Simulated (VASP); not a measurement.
The system is Al2Pt.

```
Pt Al
1.0
     0.00000    2.95500    2.95500
     2.95500    0.00000    2.95500
     2.95500    2.95500    0.00000
Pt Al
1 2
Direct
  0.00000 0.00000 0.00000
  0.75000 0.75000 0.75000
  0.25000 0.25000 0.25000
```

Base run:

```yaml
Program: VASP 6.6.1
Functional: PBEsol
Potentials_or_basis: VASP PAW PBE potentials, release 64 (Pt, Al)
Cutoff: 520 eV
k_mesh: 8 × 8 × 8
Occupations: fermi-dirac, width 0.05 eV
Spin: non-collinear spin, zero start, spin-orbit coupling
Starting_moments: "[[0.0, 0.0, 0.0], [0.0, 0.0, 0.0], [0.0, 0.0, 0.0]] μB"
```

Its results: pressure -1.4 GPa; net moment 0.00 μB per cell.

Question: The run is repeated on the same cell with these changes: functional from PBEsol to PBE; further incar settings from ALGO = Normal; EDIFF = 1e-06; NBANDS = 29 to ALGO = Fast; EDIFF = 1e-06; NBANDS = 29. What comes out?

Answer: Pressure 2.0 GPa; net moment 0.00 μB per cell.

Caveats: the PAW data sets were made with another functional, which shifts forces and pressure a little (some runs).
